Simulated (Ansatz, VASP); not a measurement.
**BN: VASP beside Ansatz**

File INCAR:

```
SYSTEM = BN
PREC = Accurate ; ENCUT = 520
EDIFF = 1E-6 ; ISMEAR = -1
SIGMA = 0.02 ; LREAL = .FALSE.
LASPH = .TRUE. ; NELM = 80
ALGO = Normal ; ISIF = 2
LWAVE = .FALSE. ; LCHARG = .FALSE.
GGA = PE ; NBANDS = 11
```

KPOINTS

```
regular mesh
0
G
  12 12 12
  0 0 0
```

POSCAR

```
BN
1.0
    0.0000000000      1.8856816338      1.7693476878
    1.8856816338      0.0000000000      1.7693476878
    1.8856816338      1.8856816338      0.0000000000
B N
1 1
Direct
    0.0000000000      0.0000000000      0.0000000000
    0.2500000000      0.2500000000      0.2500000000
```

Input for Ansatz:

```yaml
crystal:
  lattice:
    - [0.0, 1.8856816338, 1.7693476878]
    - [1.8856816338, 0.0, 1.7693476878]
    - [1.8856816338, 1.8856816338, 0.0]
  atoms:
    - { symbol: B, position: [0.0, 0.0, 0.0] }
    - { symbol: "N", position: [0.25, 0.25, 0.25] }
kpoints:
  mp_grid: { grid: [12, 12, 12] }
  band_path:
    path:
      - [0.0, 0.0, 0.0]
      - [-0.5, -0.5, 0.0]
      - [-0.375, -0.375, 0.25]
      - [-0.375, 0.0, 0.375]
      - [0.0, 0.0, 0.5]
      - [-0.5, -0.25, 0.25]
    npoints: 1
hamiltonian:
  xc: pbe
scf:
  occupations: { method: fermi_dirac, width: 0.02 }
  n_extra_bands: 4
output:
  forces: true
  stress: true
  eigenvalues: true
```

Change from the starting cell: epitaxial_xy strain +4.5%.

Alike in both runs: task single point; functional PBE; k mesh 12 × 12 × 12; occupations fermi-dirac, width 0.02 eV; no spin polarisation.

```csv
,VASP,Ansatz
version,VASP 6.6.1,Ansatz 0.2.0
potentials or method,"VASP PAW PBE potentials, release 64 (B, N)","plane waves, PAW"
plane-wave cutoff (eV),520,420
valence electrons in the cell,8,8
```

```tsv
	VASP	Ansatz	Ansatz less VASP
gap on the k mesh at the Fermi level (eV)	3.39	3.40	+0.010
pressure (GPa)	-18.5	-18.6	-0.07
traceless stress, the component that is largest in VASP (GPa)	22.49	22.47	-0.022
```
